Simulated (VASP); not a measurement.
MnIr, 2 atoms in the cell. The structure is tetragonal, space group P4/mmm (No. 123). The conventional cell has a = 2.726 Å, b = 2.726 Å, c = 3.643 Å, α = 90.00°, β = 90.00°, γ = 90.00°. Within 3.5 Å of Mn (site symmetry 4/mmm) lie 8 Ir at 2.65 Å and 4 Mn at 2.73 Å. Within 3.5 Å of Ir (site symmetry 4/mmm) lie 8 Mn at 2.65 Å and 4 Ir at 2.73 Å. 

| Quantity | Value |
| --- | --- |
| Program | VASP 6.6.1 |
| Task | single point |
| Functional | PBEsol |
| Dispersion | D3(BJ) |
| Potentials or basis | VASP PAW PBE potentials, release 64 (Mn_pv, Ir) |
| Cutoff | 520 eV |
| k mesh | 10 × 10 × 8 |
| Occupations | fermi-dirac, width 0.3 eV |
| Spin | collinear spin, ferromagnetic start |
| Starting moments | [4.02, 0.93] μB |
| Fixed moment | 4.8 μB |
| Dipole correction | no |
| Further INCAR settings | ALGO = Normal; EDIFF = 1e-07; NBANDS = 22 |

Potentials or basis: VASP PAW PBE potentials, release 64 (Mn_pv, Ir).

Command:

```sh
$ cat potpaw_PBE.64/Mn_pv/POTCAR potpaw_PBE.64/Ir/POTCAR > POTCAR
$ mpirun -np 1 vasp_std > vasp.out
```

Hardware: 1 thread of Intel Xeon 8259CL (shared host).

Problem. How long does it take, and how much memory?

Solution. Wall time 2.7 min on 1 thread of Intel Xeon 8259CL (shared host), peak memory 0.23 GiB. Counts: scf iterations 17, k points 105.
